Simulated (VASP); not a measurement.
# C in VASP: notebook, part 2 of 2

VASP 6.6.1.

### 3 Single point, PBE+D3(BJ)

Contents of INCAR:

```
SYSTEM = C
  PREC = Accurate
  ENCUT = 520
  EDIFF = 1E-6
  ISMEAR = -1
  SIGMA = 0.4188
  LREAL = Auto
  LASPH = .TRUE.
  NELM = 120
  ALGO = Normal
  ISIF = 2
  LWAVE = .FALSE.
  LCHARG = .FALSE.
  GGA = PE
  IVDW = 12
  NBANDS = 61
  ISYM = -1
  GGA_COMPAT = .FALSE.
```

Contents of KPOINTS:

```
explicit points
1
Reciprocal
  0.25000000   0.25000000   0.25000000 1
```

Contents of POSCAR:

```
C
1.0
    5.9111080000      0.1283830000     -0.2596240000
    0.1283830000      5.8482670000     -0.1913210000
   -0.2596240000     -0.1913210000      6.0554800000
C
22
Direct
    0.8388520772      0.4143970833      0.1372360236
   -0.0259231907      0.7281906420      0.3763424005
    0.1994902446      0.8270895062     -0.1172980430
    0.5046968826      0.2258388628      0.9856548350
    0.6262121810      0.0855517733      0.1334438496
    1.0611339650      0.2162352209      0.0522309021
    1.2181947733      0.3024055457      0.4440175067
    0.3969553589      0.7074422465      0.5042544433
   -0.0495509738      0.5173593120      0.2923457891
    0.1219283922      0.0570612528      0.1853010088
    0.3986158866      0.4110555766     -0.1250188565
   -0.0923063976      0.9163047784     -0.2592792990
    0.7975767193      0.8209120706      0.9313941713
    0.3255655610      0.4539207251      0.4252992662
    0.0976259909      0.1105595929      0.4675521052
   -0.2282836352      0.6157931353     -0.0532302562
   -0.1077470734      1.1456357488     -0.2720566411
    1.1697384915      0.8865410607      0.3470417058
    0.4635971163      0.7871698870     -0.2104125408
    0.8041594479     -0.1356235334      0.5325801526
    0.6721237147     -0.0280603758      0.3239931282
    0.3337475396      0.6219322518     -0.0903488127
```

Potentials or basis: VASP PAW PBE potentials, release 64 (C).

Command:

```
cat potpaw_PBE.64/C/POTCAR > POTCAR
mpirun -np 1 vasp_std > vasp.out
```

OUTCAR:

```text
SYSTEM = C
   PREC = Accurate
   ENCUT = 520
   EDIFF = 1E-6
   ISMEAR = -1
   LREAL = Auto
   LASPH = .TRUE.
   NELM = 120
   ISIF = 2
   GGA = PE
   IVDW = 12
   ISYM = -1
 IVDW          = 12

 ion  position               nearest neighbor table
   1  0.839  0.414  0.137-   9 1.24  16 1.71   6 1.80
   2  0.974  0.728  0.376-   9 1.31  18 1.54  20 1.59
   3  0.199  0.827  0.883-  22 1.42  19 1.71  12 1.93
   4  0.505  0.226  0.986-   5 1.39  11 1.41
   5  0.626  0.086  0.133-  21 1.37   4 1.39
   6  0.061  0.216  0.052-  10 1.29   1 1.80
   7  0.218  0.302  0.444-  14 1.13  15 1.38
   8  0.397  0.707  0.504-  14 1.59  19 1.78  18 1.90
   9  0.950  0.517  0.292-   1 1.24   2 1.31
  10  0.122  0.057  0.185-   6 1.29  18 1.45  15 1.74
  11  0.399  0.411  0.875-  22 1.29   4 1.41
  12  0.908  0.916  0.741-  17 1.35  20 1.38  13 1.52   3 1.93
  13  0.798  0.821  0.931-  16 1.23  12 1.52
  14  0.326  0.454  0.425-   7 1.13   8 1.59
  15  0.098  0.111  0.468-   7 1.38  18 1.52  10 1.74  17 2.07
  16  0.772  0.616  0.947-  13 1.23   1 1.71
  17  0.892  0.146  0.728-  12 1.35  20 2.03  15 2.07
  18  0.170  0.887  0.347-  10 1.45  15 1.52   2 1.54   8 1.90
  19  0.464  0.787  0.790-  22 1.52   3 1.71   8 1.78
  20  0.804  0.864  0.533-  12 1.38  21 1.58   2 1.59  17 2.03
  21  0.672  0.972  0.324-   5 1.37  20 1.58
  22  0.334  0.622  0.910-  11 1.29   3 1.42  19 1.52

IMPORTANT INFORMATION: All symmetrisations will be switched off!
NOSYMM: (Re-)initialisation of all symmetry stuff for point group C_1.

----------------------------------------------------------------------------------------

                                     Primitive cell

  volume of cell :     208.6387

  direct lattice vectors                    reciprocal lattice vectors
     5.911108000  0.128383000 -0.259624000     0.169563242 -0.003488083  0.007159687
[... 107 lines left out ...]
  Thomas-Fermi vector in A             =   2.362686
   LORBIT       =      0    0 simple, 1 ext, 2 COOP (PROOUT), +10 PAW based schemes
   GGA     = PE    functional components
   LHFCALC =     F    Hartree Fock is set to
   AEXX    =    0.0000 exact exchange contribution
   IVDW    =    12    specifies the selected vdW correction
   LEPSILON=     F    determine dielectric tensor
   LRPA    =     F    only Hartree local field effects (RPA)
 non-spin polarized calculation
  energy-cutoff  :      520.00
  volume of cell :      208.64
 maximum number of plane-waves:      5622
 NGX is ok and might be reduce to    48
   NGX = 21   NGY = 21   NGZ = 23

 number of electron      88.0000001 magnetization

 Free energy of the ion-electron system (eV)
  ---------------------------------------------------
  ext. energy  EPLUGINS =         0.00000000
  ---------------------------------------------------
  free energy    TOTEN  =      -156.63254999 eV

  energy without entropy =     -153.31286754  energy(sigma->0) =     -154.97270877

 E-fermi :   3.8694     XC(G=0): -10.3276

 val. band max:        3.6742062868   @ k =   0.2500   0.2500   0.2500
 cond. band min:       4.0994355442   @ k =   0.2500   0.2500   0.2500
 fundamental gap:      0.4252292574
 Fermi energy:         3.8694241527

 k-point     1 :       0.2500    0.2500    0.2500
  band No.  band energies     occupation
      1     -15.3144      2.00000
      2     -14.3107      2.00000
      3     -13.9438      2.00000
      4     -13.4244      2.00000
      5     -12.0342      2.00000
      6     -11.8293      2.00000
[... 48 lines left out ...]
     55       7.5930      0.00028
     56       7.7899      0.00017
 [bands above 56 left out]

------------------------ aborting loop because EDIFF is reached ----------------------------------------

 Edisp (eV)   -3.40738

 E8    (eV) :    -0.9806

  FORCE on cell =-STRESS in cart. coord.  units (eV):
  Direction    XX          YY          ZZ          XY          YZ          ZX
  --------------------------------------------------------------------------------------
  -------------------------------------------------------------------------------------
  Total      -3.25056    19.22744   -13.57541    25.06940    14.16641    -4.14180
  in kB     -24.96171   147.65124  -104.24824   192.51280   108.78663   -31.80569
  external pressure =        6.15 kB  Pullay stress =        0.00 kB

 VOLUME and BASIS-vectors are now :
 -----------------------------------------------------------------------------
  energy-cutoff  :      520.00
  volume of cell :      208.64
      direct lattice vectors                 reciprocal lattice vectors
     5.911108000  0.128383000 -0.259624000     0.169563242 -0.003488083  0.007159687
     0.128383000  5.848267000 -0.191321000    -0.003488083  0.171239496  0.005260710
    -0.259624000 -0.191321000  6.055480000     0.007159687  0.005260710  0.165612852

 POSITION                                       TOTAL-FORCE (eV/Angst)
 -----------------------------------------------------------------------------------
      4.97612      2.50494      0.53396         0.211684     -1.849910     -8.208772
      5.75365      4.31171      1.88672        -0.067553      2.912094      1.864750
      1.05622      4.69377      5.13515         2.700021     -1.348379     -1.577583
      2.75641      1.19698      5.79437        -0.725068      1.763511     -0.246809
      3.67795      0.55519      0.62912        -1.091493     -0.274899      1.824031
      0.37557      1.26246      0.25904        -3.933151      2.083603     -3.139080
[... 14 lines left out ...]
      4.01366      5.70846      1.60148         0.489995      1.066731      0.907908
      1.81650      3.50604      5.30274        -1.622693      3.502085     -1.017061
 -----------------------------------------------------------------------------------
    total drift:                                0.005279     -0.022423      0.001525

  FREE ENERGIE OF THE ION-ELECTRON SYSTEM (eV)
  ---------------------------------------------------
  free  energy   TOTEN  =      -160.0399300347 eV

  energy  without entropy=     -156.7202475802  energy(sigma->0) =     -158.38008881
```

OSZICAR:

```text
N       E                     dE             d eps       ncg     rms          rms(c)
DAV:   1     0.337030258530E+03    0.33703E+03   -0.43882E+04   122   0.133E+03
DAV:   2    -0.134618325530E+03   -0.47165E+03   -0.45072E+03   156   0.269E+02
DAV:   3    -0.166746586469E+03   -0.32128E+02   -0.31371E+02   148   0.683E+01
DAV:   4    -0.167611554828E+03   -0.86497E+00   -0.85678E+00   164   0.115E+01
DAV:   5    -0.167639194585E+03   -0.27640E-01   -0.27607E-01   148   0.200E+00    0.202E+01
DAV:   6    -0.158616589875E+03    0.90226E+01   -0.18197E+01   148   0.181E+01    0.116E+01
DAV:   7    -0.157094633900E+03    0.15220E+01   -0.88735E+00   148   0.111E+01    0.670E+00
DAV:   8    -0.156627673689E+03    0.46696E+00   -0.22363E+00   140   0.565E+00    0.266E+00
DAV:   9    -0.156630246355E+03   -0.25727E-02   -0.35998E-01   140   0.239E+00    0.128E+00
DAV:  10    -0.156631194480E+03   -0.94813E-03   -0.51050E-02   140   0.885E-01    0.525E-01
DAV:  11    -0.156631891053E+03   -0.69657E-03   -0.85453E-03   148   0.374E-01    0.136E-01
DAV:  12    -0.156632345992E+03   -0.45494E-03   -0.12451E-03   156   0.143E-01    0.664E-02
DAV:  13    -0.156632455747E+03   -0.10976E-03   -0.16793E-04   140   0.529E-02    0.382E-02
DAV:  14    -0.156632531777E+03   -0.76029E-04   -0.76330E-05   140   0.358E-02    0.132E-02
DAV:  15    -0.156632547164E+03   -0.15387E-04   -0.17543E-05   148   0.170E-02    0.496E-03
DAV:  16    -0.156632549490E+03   -0.23265E-05   -0.34171E-06   116   0.758E-03    0.262E-03
DAV:  17    -0.156632549993E+03   -0.50326E-06   -0.75166E-07    76   0.378E-03
   1 F= -.16003993E+03 E0= -.15838009E+03  d E =-.331968E+01
```

stdout:

```text
POSCAR found type information on POSCAR C
 POSCAR found :  1 types and      22 ions
 scaLAPACK will be used
 LDA part: xc-table for (Slater+PW92), standard interpolation
 POSCAR, INCAR and KPOINTS ok, starting setup
 FFT: planning ... GRIDC
 FFT: planning ... GRID_SOFT
 FFT: planning ... GRID
 WAVECAR not read
 entering main loop
```

Run time: 23 s. Hardware: 1 thread of Intel Xeon 6975P-C (Granite Rapids), shared host; peak memory 0.29 GiB.

Results:

| Property | Result |
| --- | --- |
| Free energy | -160.0399 eV |
| Pressure | 0.6 GPa |
| Largest force | 18.347 eV/Å |
| Dispersion energy per atom | -0.155 eV |

Forces in eV/Å, atoms in the order of the input:
```
C     0.212  -1.850  -8.209
C    -0.068   2.912   1.865
C     2.700  -1.348  -1.578
C    -0.725   1.764  -0.247
C    -1.091  -0.275   1.824
C    -3.933   2.084  -3.139
C    -6.716 -10.810   3.503
C    -1.046  -1.691  -0.506
C     1.374   3.929   4.170
C     0.320  -2.911   0.439
C     2.258  -8.174   3.820
C    -0.792  -1.207   4.636
C    -0.068   3.886  -3.075
C     9.916  15.420   0.712
C     0.271   0.752   1.084
C     0.742  -8.672   4.200
C     3.372   3.885  -0.721
C    -0.505  -0.402   3.626
C    -4.010  -0.002  -2.996
C    -1.078  -1.858  -9.298
C     0.490   1.067   0.908
C    -1.623   3.502  -1.017
```

Stress tensor (GPa, compression positive):
```
 -2.50  19.25  -3.18
 19.25  14.77  10.88
 -3.18  10.88 -10.42
```

Caveat: the atoms stand as in a frame of molecular dynamics.
